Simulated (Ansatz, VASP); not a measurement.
Two plane-wave programs on GaP

```xyz
4
Lattice="2.0637 1.1915 6.3091 -2.0637 1.1915 6.3091 0.0000 -2.3830 6.3091" Properties=species:S:1:pos:R:3 pbc="T T T"
Ga    0.0000    0.0000    8.2444
Ga    0.0000    0.0000   10.6828
P     0.0000    0.0000    1.0885
P     0.0000    0.0000   17.8387
```

Alike in both runs: task single point; functional PBE; k mesh 9 × 9 × 9; occupations gaussian, width 0.05 eV; no spin polarisation.

```csv
,VASP,Ansatz
version,VASP 6.6.1,Ansatz 0.2.0
potentials or method,"VASP PAW PBE potentials, release 64 (Ga_d, P), cutoff 520 eV","scalar-relativistic, plane waves, PAW"
valence electrons in the cell,36,36
```

```tsv
	VASP	Ansatz	Ansatz less VASP
gap on the k mesh at the Fermi level (eV)	0.27	0.28	+0.011
least direct gap on the mesh (eV)	0.36	0.37	+0.009
pressure (GPa)	-4.5	-4.4	+0.02
traceless stress, the component that is largest in VASP (GPa)	7.11	7.22	+0.110
rms of the force components (eV/Å)	0.326	0.343	+0.0163
```

Atom by atom the forces differ by 0.020 eV/Å (rms over components). With one functional, cell and mesh, what is left measures potentials, basis and numerics.
